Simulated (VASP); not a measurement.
Input of a VASP 6.6.1 run:

Contents of INCAR:

```
SYSTEM = TePb
ALGO = Normal
EDIFF = 1E-6
EDIFFG = -0.005
ENCUT = 600
GGA = PS
IBRION = 2
ISIF = 3
ISMEAR = -1
LASPH = .True.
LCHARG = .False.
LREAL = .False.
LWAVE = .False.
NELM = 60
NSW = 100
PREC = Accurate
SIGMA = 0.05
```

Contents of KPOINTS:

```
k-points
0
Gamma
  9 9 9
  0 0 0
```

The input POSCAR:

```
TePb
1.0
    0.0000000000      3.2735180337      3.2735180337
    3.2735180337      0.0000000000      3.2735180337
    3.2735180337      3.2735180337      0.0000000000
Te Pb
1 1
Direct
    0.5000000000      0.5000000000      0.5000000000
    0.0000000000      0.0000000000      0.0000000000
```

Potentials or basis: VASP PAW PBE potentials, release 64 (Te, Pb_d).

Command:

```bash
$ cat potpaw_PBE.64/Te/POTCAR potpaw_PBE.64/Pb_d/POTCAR > POTCAR
$ mpirun -np 1 vasp_std > vasp.out
```

Problem. Predict the space group after relaxing (to 0.1 Å).

Solution. Fm-3m (No. 225).

Problem. Estimate the relaxed volume.

Solution. 33.44 Å³/atom.

Final structure:
```
Te Pb
1.0
     0.00000    3.22163    3.22163
     3.22163    0.00000    3.22163
     3.22163    3.22163    0.00000
Te Pb
1 1
Direct
  0.50000 0.50000 0.50000
  0.00000 0.00000 0.00000
```

Caveat: the PAW data sets were made with another functional, which shifts forces and pressure a little.
